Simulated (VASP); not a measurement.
Write the native input for VASP 6.6.1 that does the following.

```
Task                   : relaxation of cell and atoms
Functional             : PBEsol
Potentials or basis    : VASP PAW PBE potentials, release 64 (Ge_d, Pd, S)
Cutoff                 : 600 eV
k mesh                 : 8 × 8 × 8
Occupations            : fermi-dirac, width 0.03 eV
Spin                   : no spin polarisation
Dipole correction      : no
Further INCAR settings : ALGO = Normal; EDIFF = 1e-06; IBRION = 2; EDIFFG = -0.01; NSW = 100; ISIF = 3
```

The structure of Ge2PdS3 lies in POSCAR:

```
Ge2PdS3
1.0
   -1.9946542800      2.3213668100      7.4365052000
    1.9946542800     -2.3213668100      7.4365052000
    1.9946542800      2.3213668100     -7.4365052000
Ge Pd S
2 1 3
Direct
    0.8508315800      0.3508315800      0.5000000000
    0.1491684200      0.6491684200      0.5000000000
    0.5000000000      0.0000000000      0.5000000000
    0.0000000000      0.0000000000      0.0000000000
    0.3400252600      0.8400252600      0.5000000000
    0.6599747400      0.1599747400      0.5000000000
```

One way to write it, as run:

INCAR

```
SYSTEM = Ge2PdS3
PREC = Accurate ; ENCUT = 600
EDIFF = 1E-6 ; ISMEAR = -1
SIGMA = 0.03 ; LREAL = .FALSE.
LASPH = .TRUE. ; NELM = 60
ALGO = Normal ; ISIF = 3
LWAVE = .FALSE. ; LCHARG = .FALSE.
GGA = PS ; IBRION = 2
NSW = 100 ; EDIFFG = -0.01
KPAR = 4
```

KPOINTS

```
Automatic mesh
0
G
  8 8 8
  0 0 0
```

Potentials or basis: VASP PAW PBE potentials, release 64 (Ge_d, Pd, S).

The run is started by

```console
$ cat potpaw_PBE.64/Ge_d/POTCAR potpaw_PBE.64/Pd/POTCAR potpaw_PBE.64/S/POTCAR > POTCAR
$ mpirun -np 4 vasp_std > vasp.out
```

It gave:

```json
{"Relaxed volume": "18.09 Å³/atom", "Relaxed cell": "a = 7.603 Å, b = 7.603 Å, c = 7.603 Å, α = 154.00°, β = 145.61°, γ = 43.62°", "Space group after relaxing (to 0.1 Å)": "Immm (No. 71)", "Energy gained by relaxing": "185.2 meV/atom", "Ionic steps": "15", "Pressure after relaxing": "0.0 GPa", "Largest force after relaxing": "0.005 eV/Å", "Band gap on the k mesh": "zero (bands 28 and 29 overlap by 1.29 eV)"}
```

Caveat: the volume moved by over 15 % at a fixed basis, so the end points are rough; the PAW data sets were made with another functional, which shifts forces and pressure a little.

Run time: 26 min on 4 MPI ranks on Intel(R) Xeon(R) 6975P-C (Granite Rapids) (shared host), peak memory 1 GiB a rank.
